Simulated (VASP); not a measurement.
Write the native input for VASP 6.6.1 that does the following.

| Property | Result |
| --- | --- |
| Task | single point |
| Functional | PBE |
| Potentials or basis | VASP PAW PBE potentials, release 64 (Al, Si, I) |
| Cutoff | 500 eV |
| k mesh | 3 × 3 × 2 |
| Occupations | gaussian, width 0.15 eV |
| Spin | no spin polarisation |
| Dipole correction | no |
| Further INCAR settings | ALGO = Normal; EDIFF = 1e-06; NBANDS = 21 |

The structure of Al3Si2I lies in POSCAR:

```
Al3Si2I
1.0
    4.5209803007      0.0000000000      0.0000000000
   -2.2604901503      3.9152837904      0.0000000000
    0.0000000000      0.0000000000      7.9236621535
Al Si I
3 2 1
Direct
    0.0000000000      0.0000000000      0.6854106241
    0.0000000000      0.0000000000      0.3145893759
    0.6666666667      0.3333333333      0.0000000000
    0.6666666667      0.3333333333      0.6584473340
    0.6666666667      0.3333333333      0.3415526660
    0.3333333333      0.6666666667      0.0000000000
```

The cell was generated, and may not be a known phase.

The input as run:

INCAR

```
PREC = Accurate
ENCUT = 500
EDIFF = 1E-6
ISMEAR = 0
SIGMA = 0.15
LREAL = F
LASPH = T
NELM = 120
ALGO = Normal
ISIF = 2
LWAVE = F
LCHARG = T
GGA = PE
LELF = T
LVHAR = T
NBANDS = 21
GGA_COMPAT = F
```

KPOINTS

```
Automatic mesh
0
Gamma
  3 3 2
```

Potentials or basis: VASP PAW PBE potentials, release 64 (Al, Si, I).

Launch:

```bash
$ cat potpaw_PBE.64/Al/POTCAR potpaw_PBE.64/Si/POTCAR potpaw_PBE.64/I/POTCAR > POTCAR
$ mpirun -np 1 vasp_std > vasp.out
```

Results of the run:

```
Pressure               : 0.4 GPa
Largest force          : 0.043 eV/Å
Band gap on the k mesh : zero (bands 12 and 13 overlap by 1.08 eV)
```

Caveat: the k points lie up to 0.53 Å⁻¹ apart, too coarse for converged energies and pressures of a metal; spin-orbit coupling is left out, which moves the levels of the heavy elements.

Wall time 37 s on 1 thread of Intel Xeon 8259CL (shared host), peak memory 0.25 GiB.
